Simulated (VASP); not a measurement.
# Cl (Cmce) in VASP: notebook

The runs below take Cl through single point, relaxation of cell and atoms, with PBE.

Everything below comes from runs of VASP 6.6.1. Logs are shortened: lines on timing, memory, paths and dates and some standing lists are left out, and cuts for length are marked.

## Step 1: The cell of the first run

The structure is orthorhombic, space group Cmce (No. 64). Conventional cell: a = 7.903 Å, b = 4.289 Å, c = 8.346 Å, α = 90.00°, β = 90.00°, γ = 90.00°. Cl (site symmetry m) has 1 Cl at 2.03 Å within 2.7 Å.

## Step 2: Single point, PBE

Input file INCAR:

```
  ALGO = Normal
  EDIFF = 1E-6
  ENCUT = 520
  GGA = PE
  ISIF = 2
  ISMEAR = 0
  LASPH = T
  LCHARG = T
  LELF = T
  LREAL = F
  LVHAR = T
  LWAVE = F
  NBANDS = 22
  NELM = 80
  PREC = Accurate
  SIGMA = 0.02
```

Input file KPOINTS:

```
k-points
0
Gamma
  8 8 4
```

Input file POSCAR:

```
Cl
1.0
    3.9516821942     -2.1442788752      0.0000000000
    3.9516821942      2.1442788752      0.0000000000
    0.0000000000      0.0000000000      8.3460372886
Cl
4
Direct
    0.1132250956      0.8867749044      0.1065145955
    0.6132250956      0.3867749044      0.3934854045
    0.8867749044      0.1132250956      0.8934854045
    0.3867749044      0.6132250956      0.6065145955
```

Potentials or basis: VASP PAW PBE potentials, release 64 (Cl).

Run with:

```
> cat potpaw_PBE.64/Cl/POTCAR > POTCAR
> mpirun -np 1 vasp_std > vasp.out
```

OUTCAR:

```text
EDIFF = 1E-6
   ENCUT = 520
   GGA = PE
   ISIF = 2
   ISMEAR = 0
   LASPH = T
   LREAL = F
   NELM = 80
   PREC = Accurate

 ion  position               nearest neighbor table
   1  0.113  0.887  0.107-   3 2.03
   2  0.613  0.387  0.393-   4 2.03
   3  0.887  0.113  0.893-   1 2.03
   4  0.387  0.613  0.607-   2 2.03

  LATTYP: Found a base centered orthorhombic cell.
 ALAT       =     4.2885577504
 B/A-ratio  =     1.8428956419
 C/A-ratio  =     1.9461175002

  Lattice vectors:

 A1 = (  -3.9516821942,  -2.1442788752,   0.0000000000)
 A2 = (   3.9516821942,  -2.1442788752,   0.0000000000)
 A3 = (   0.0000000000,   0.0000000000,   8.3460372886)

Analysis of symmetry for initial positions (statically):
=====================================================================
 Subroutine PRICEL returns:
 Original cell was already a primitive cell.

 Routine SETGRP: Setting up the symmetry group for a
 base centered orthorhombic supercell.

 Subroutine GETGRP returns: Found  8 space group operations
 (whereof  4 operations were pure point group operations)
 out of a pool of  8 trial point group operations.

The static configuration has the point symmetry C_2h.
 The point group associated with its full space group is D_2h.

Analysis of symmetry for dynamics (positions and initial velocities):
=====================================================================
 Subroutine PRICEL returns:
 Original cell was already a primitive cell.

 Routine SETGRP: Setting up the symmetry group for a
 base centered orthorhombic supercell.

 Subroutine GETGRP returns: Found  8 space group operations
 (whereof  4 operations were pure point group operations)
 out of a pool of  8 trial point group operations.

The dynamic configuration has the point symmetry C_2h.
 The point group associated with its full space group is D_2h.

 Subroutine INISYM returns: Found  8 space group operations
 (whereof  4 operations are pure point group operations),
 and found     1 'primitive' translations

----------------------------------------------------------------------------------------

                                     Primitive cell

  volume of cell :     141.4404

  direct lattice vectors                    reciprocal lattice vectors
     3.951682194 -2.144278875  0.000000000     0.126528394 -0.233178625  0.000000000
     3.951682194  2.144278875  0.000000000     0.126528394  0.233178625  0.000000000
     0.000000000  0.000000000  8.346037289     0.000000000  0.000000000  0.119817342

  length of vectors
     4.495967533  4.495967533  8.346037289     0.265295506  0.265295506  0.119817342

  position of ions in fractional coordinates (direct lattice)
     0.113225096  0.886774904  0.106514596
     0.613225096  0.386774904  0.393485404
     0.886774904  0.113225096  0.893485404
     0.386774904  0.613225096  0.606514596

  ion indices of the primitive-cell ions
   primitive index   ion index
                 1           1
                 2           2
                 3           3
                 4           4

----------------------------------------------------------------------------------------

 KPOINTS: k-points

Automatic generation of k-mesh.
 Grid dimensions read from file:
 generate k-points for:    8    8    4

 Generating k-lattice:

  Cartesian coordinates                     Fractional coordinates (reciprocal lattice)
     0.015816049 -0.029147328  0.000000000     0.125000000  0.000000000  0.000000000
     0.015816049  0.029147328  0.000000000     0.000000000  0.125000000  0.000000000
     0.000000000  0.000000000  0.029954335     0.000000000  0.000000000  0.250000000

  Length of vectors
     0.033161938  0.033161938  0.029954335

  Shift w.r.t. Gamma in fractional coordinates (k-lattice)
     0.000000000  0.000000000  0.000000000

 Subroutine IBZKPT returns following result:
 ===========================================

 Found     63 irreducible k-points:

 Following reciprocal coordinates:
            Coordinates               Weight
  0.000000  0.000000  0.000000      1.000000
  0.125000  0.000000  0.000000      4.000000
  0.250000  0.000000  0.000000      4.000000
  0.375000  0.000000  0.000000      4.000000
  0.500000  0.000000  0.000000      2.000000
  0.125000  0.125000  0.000000      2.000000
[... 16 lines left out ...]
  0.125000  0.000000  0.250000      8.000000
  0.250000  0.000000  0.250000      8.000000
 [... further k-points ...]
   k-points           NKPTS =     63   k-points in BZ     NKDIM =     63   number of bands    NBANDS=     22
   number of dos      NEDOS =    301   number of ions     NIONS =      4
   total plane-waves  NPLWV =  82944
   dimension x,y,z NGX =    36 NGY =   36 NGZ =   64
   dimension x,y,z NGXF=    72 NGYF=   72 NGZF=  128
   ions per type =               4
   NGX,Y,Z   is equivalent  to a cutoff of  13.31, 13.31, 12.75 a.u.
   NGXF,Y,Z  is equivalent  to a cutoff of  26.62, 26.62, 25.50 a.u.
 SYSTEM =  unknown system
   PREC   = accura    normal or accurate (medium, high low for compatibility)
   ISTART =      0    job   : 0-new  1-cont  2-samecut
   ICHARG =      2    charge: 1-file 2-atom 10-const
   ISPIN  =      1    spin polarized calculation?
   LNONCOLLINEAR =      F non collinear calculations
   LSORBIT =      F    spin-orbit coupling
   LASPH  =      T    aspherical Exc in radial PAW
   ENCUT  =  520.0 eV  38.22 Ry    6.18 a.u.   8.36  8.36 15.52*2*pi/ulx,y,z
   NELM   =     80;   NELMIN=  2; NELMDL= -5     # of ELM steps
   EDIFF  = 0.1E-05   stopping-criterion for ELM
   LREAL  =      F    real-space projection
   EDIFFG = 0.1E-04   stopping-criterion for IOM
   NSW    =      0    number of steps for IOM
   IBRION =     -1    ionic relax: 0-MD 1-quasi-New 2-CG
   NFREE  =      0    steps in history (QN), initial steepest desc. (CG)
   ISIF   =      2    stress and relaxation
   ISYM   =      2    0-nonsym 1-usesym 2-fastsym
   POTIM  = 0.5000    time-step for ionic-motion
   TEBEG  =    0.0;   TEEND  =   0.0 temperature during run
   PSTRESS=    0.0 pullay stress
   NELECT =      28.0000    total number of electrons
   NUPDOWN=      -1.0000    fix difference up-down
   EMIN   =  10.00;   EMAX   =-10.00  energy-range for DOS
   EFERMI =   0.00;   METHOD = LEGACY
   ISMEAR =     0;   SIGMA  =   0.02  broadening in eV -4-tet -1-fermi 0-gaus
   EFERMI_NEDOS =   21; number of points for ismear=-14 and -15
   IALGO  =     38    algorithm
   IMIX   =      4    mixing-type and parameters
     AMIX     =   0.40;   BMIX     =  1.00
     AMIX_MAG =   1.60;   BMIX_MAG =  1.00
  volume/ion in A,a.u.               =      35.36       238.62
  Fermi-wavevector in a.u.,A,eV,Ry     =   0.954120  1.803025 12.385994  0.910345
  Thomas-Fermi vector in A             =   2.082837
   LORBIT       =      0    0 simple, 1 ext, 2 COOP (PROOUT), +10 PAW based schemes
   GGA     = PE    functional components
   LHFCALC =     F    Hartree Fock is set to
   AEXX    =    0.0000 exact exchange contribution
   IVDW    =     0    specifies the selected vdW correction
   LEPSILON=     F    determine dielectric tensor
   LRPA    =     F    only Hartree local field effects (RPA)
 non-spin polarized calculation
 Gauss-broadening in eV      SIGMA  =   0.02
  energy-cutoff  :      520.00
  volume of cell :      141.44
 maximum number of plane-waves:      3837
 NGX is ok and might be reduce to    36
   NGX = 17   NGY = 17   NGZ = 31

 number of electron      28.0000000 magnetization

 Free energy of the ion-electron system (eV)
  ---------------------------------------------------
  ext. energy  EPLUGINS =         0.00000000
  ---------------------------------------------------
  free energy    TOTEN  =        -7.39593656 eV

  energy without entropy =       -7.39593656  energy(sigma->0) =       -7.39593656

 E-fermi :  -1.6846     XC(G=0):  -6.8299

 val. band max:       -1.8083914864   @ k =   0.0000   0.0000   0.0000
 cond. band min:       0.5288684120   @ k =   0.0000   0.0000   0.0000
 fundamental gap:      2.3372598984
 Fermi energy:        -1.6846397220

 k-point     1 :       0.0000    0.0000    0.0000
  band No.  band energies     occupation
      1     -18.2741      2.00000
      2     -18.0461      2.00000
      3     -14.4923      2.00000
      4     -13.8616      2.00000
      5      -7.1723      2.00000
      6      -6.1774      2.00000
[... 14 lines left out ...]
     21       8.6734      0.00000
     22       8.9432      0.00000

 k-point     2 :       0.1250    0.0000    0.0000
  band No.  band energies     occupation
      1     -18.2557      2.00000
      2     -18.0442      2.00000
      3     -14.4712      2.00000
      4     -13.8903      2.00000
      5      -7.1610      2.00000
      6      -6.2362      2.00000
[... 14 lines left out ...]
     21       8.4829      0.00000
     22       8.7116      0.00000

 k-point     3 :       0.2500    0.0000    0.0000
  band No.  band energies     occupation
      1     -18.2068      2.00000
      2     -18.0434      2.00000
      3     -14.4109      2.00000
      4     -13.9697      2.00000
      5      -7.1212      2.00000
      6      -6.4073      2.00000
[... 14 lines left out ...]
     21       8.1869      0.00000
     22       8.6637      0.00000
[... 476 lines left out ...]
 k-point    23 :       0.1250    0.0000    0.2500
  band No.  band energies     occupation
      1     -18.2272      2.00000
      2     -18.0780      2.00000
      3     -14.3874      2.00000
      4     -13.9774      2.00000
      5      -7.0379      2.00000
      6      -6.3914      2.00000
[... 14 lines left out ...]
     21       8.4430      0.00000
     22       8.8517      0.00000

 k-point    24 :       0.2500    0.0000    0.2500
  band No.  band energies     occupation
      1     -18.1844      2.00000
      2     -18.0690      2.00000
      3     -14.3471      2.00000
      4     -14.0355      2.00000
      5      -7.0150      2.00000
      6      -6.5027      2.00000
[... 14 lines left out ...]
     21       8.3049      0.00000
     22       8.6186      0.00000

 [... further k-points ...]

------------------------ aborting loop because EDIFF is reached ----------------------------------------

  FORCE on cell =-STRESS in cart. coord.  units (eV):
  Direction    XX          YY          ZZ          XY          YZ          ZX
  --------------------------------------------------------------------------------------
  -------------------------------------------------------------------------------------
  Total       -0.0382453     -0.1717111     -0.5525763      0.0000000      0.0000000      0.0000000
  in kB       -0.4332264     -1.9450700     -6.2593498      0.0000000      0.0000000      0.0000000
  external PRESSURE =      -2.8792154 kB  Pullay stress =       0.0000000 kB

 VOLUME and BASIS-vectors are now :
 -----------------------------------------------------------------------------
  energy-cutoff  :      520.00
  volume of cell :      141.44
      direct lattice vectors                 reciprocal lattice vectors
     3.951682194 -2.144278875  0.000000000     0.126528394 -0.233178625  0.000000000
     3.951682194  2.144278875  0.000000000     0.126528394  0.233178625  0.000000000
     0.000000000  0.000000000  8.346037289     0.000000000  0.000000000  0.119817342

 POSITION                                       TOTAL-FORCE (eV/Angst)
 -----------------------------------------------------------------------------------
      3.95168      1.65871      0.88897         0.000000      0.082156     -0.156947
      3.95168     -0.48557      3.28404         0.000000      0.082156      0.156947
      3.95168     -1.65871      7.45706         0.000000     -0.082156      0.156947
      3.95168      0.48557      5.06199         0.000000     -0.082156     -0.156947
 -----------------------------------------------------------------------------------
    total drift:                                0.000000      0.000000     -0.000000

  FREE ENERGIE OF THE ION-ELECTRON SYSTEM (eV)
  ---------------------------------------------------
  free  energy   TOTEN  =        -7.3959365613 eV

  energy  without entropy=       -7.3959365613  energy(sigma->0) =       -7.39593656
```

Run time: 79 s. Hardware: 1 thread of Intel Xeon 6975P-C (Granite Rapids), shared host; peak memory 0.33 GiB.

Results:

- Free energy: -7.3959 eV
- Pressure: -0.3 GPa
- Largest force: 0.177 eV/Å
- Band gap on the k mesh: 2.34 eV

Forces on the atoms (eV/Å):
```
Cl   0.000  0.082 -0.157
Cl   0.000  0.082  0.157
Cl   0.000 -0.082  0.157
Cl   0.000 -0.082 -0.157
```

Caveat: this functional lacks dispersion, which holds the molecules together, so the pressure and a relaxed volume are unreliable.

(Continued in part 2 of 3.)
